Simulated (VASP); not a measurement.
A run of VASP 6.6.1 is set up as follows.

INCAR

```
SYSTEM = Sc3Re
PREC = Accurate ; ENCUT = 520
EDIFF = 1E-7 ; ISMEAR = 0
SIGMA = 0.1 ; LREAL = .FALSE.
LASPH = .TRUE. ; NELM = 80
ALGO = Normal ; ISIF = 2
LWAVE = .FALSE. ; LCHARG = .FALSE.
GGA = PE ; NBANDS = 28
```

KPOINTS

```
Automatic mesh
0
G
  4 4 4
  0 0 0
```

File POSCAR:

```
Sc3Re
1.0
    4.3181229329      0.0000000000      0.0000000000
    0.0000000000      4.3181229329      0.0000000000
    0.0000000000      0.0000000000      4.3181229329
Sc Re
3 1
Direct
    0.0000000000      0.5000000000      0.5000000000
    0.5000000000      0.0000000000      0.5000000000
    0.5000000000      0.5000000000      0.0000000000
    0.0000000000      0.0000000000      0.0000000000
```

Potentials or basis: VASP PAW PBE potentials, release 64 (Sc_sv, Re).

Launch:

```sh
$ cat potpaw_PBE.64/Sc_sv/POTCAR potpaw_PBE.64/Re/POTCAR > POTCAR
$ mpirun -np 1 vasp_std > vasp.out
```

Predict the pressure.

-0.2 GPa.

Predict the band gap on the k mesh.

zero (bands 20 and 21 overlap by 1.07 eV).

Caveat: the k points lie up to 0.36 Å⁻¹ apart, too coarse for converged energies and pressures of a metal; spin-orbit coupling is left out, which moves the levels of the heavy elements.
